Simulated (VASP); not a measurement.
**Cr: relaxation of shape and atoms at fixed volume with PBE**

Cr:

```
Cr
1.0
     2.27026    0.00000    0.00000
    -1.13513    1.96611    0.00000
     0.00000    0.00000    4.06002
Cr
2
Direct
  0.33333 0.66667 0.25000
  0.66667 0.33333 0.75000
```

This isn't the form of Cr at room conditions, which is bcc.

- Program: VASP 6.6.1
- Task: relaxation of shape and atoms at fixed volume
- Functional: PBE
- Potentials or basis: VASP PAW PBE potentials, release 64 (Cr_pv)
- Cutoff: 600 eV
- k mesh: 19 × 19 × 10
- Occupations: fermi-dirac, width 0.08 eV
- Spin: collinear spin, ferromagnetic start
- Starting moments: [2.0, 2.0] μB
- Dipole correction: no
- Further INCAR settings: ALGO = Normal; EDIFF = 1e-06; IBRION = 2; EDIFFG = -0.005; NSW = 50; ISIF = 4

```json
{
  "Energy gained by relaxing": "4.7 meV/atom",
  "Ionic steps": "3",
  "Pressure after relaxing": "112.1 GPa",
  "Band gap on the k mesh": "zero (filled and empty bands overlap)",
  "Net moment": "0.00 μB per cell",
  "Valence electrons inside the program's atomic spheres": "Cr 11.74"
}
```

Step by step:
```
step  energy change (eV)  largest force (eV/Å)  pressure (GPa)  volume (Å³)
   1              0.0000                0.0000          112.87        18.12
   2             -0.0070                0.0000          111.96        18.12
   3             -0.0095                0.0000          112.09        18.12
```

Final structure:
```
Cr
1.0
     2.28663    0.00000    0.00000
    -1.14331    1.98028    0.00000
     0.00000    0.00000    4.00212
Cr
2
Cartesian
  0.0000 1.3202 1.0005
  1.1433 0.6601 3.0016
```

Levels at points of the mesh, in eV from the Fermi level:
Spin up:
```
           k point  band 9  band 10  band 11  band 12  band 13  band 14  band 15  band 16
(0.00, 0.00, 0.00)   -1.61    -0.67    -0.67    -0.12    -0.12     0.65     1.31     1.31
(0.00, 0.00, 0.50)   -2.07    -2.07    -0.65    -0.65    -0.65    -0.65     2.52     2.52
```
Spin down:
| k point | band 8 | band 9 | band 10 | band 11 | band 12 | band 13 | band 14 | band 15 | band 16 | band 17 |
| --- | --- | --- | --- | --- | --- | --- | --- | --- | --- | --- |
| (0.00, 0.00, 0.00) | -5.15 | -1.61 | -0.67 | -0.67 | -0.12 | -0.12 | 0.65 | 1.31 | 1.31 | 3.11 |
| (0.00, 0.00, 0.50) | -5.96 | -2.07 | -2.07 | -0.65 | -0.65 | -0.65 | -0.65 | 2.52 | 2.52 | 2.52 |

It took 2.4 min on 1 thread of Intel(R) Xeon(R) 6975P-C (Granite Rapids), on a shared host, peak memory 0.25 GiB.
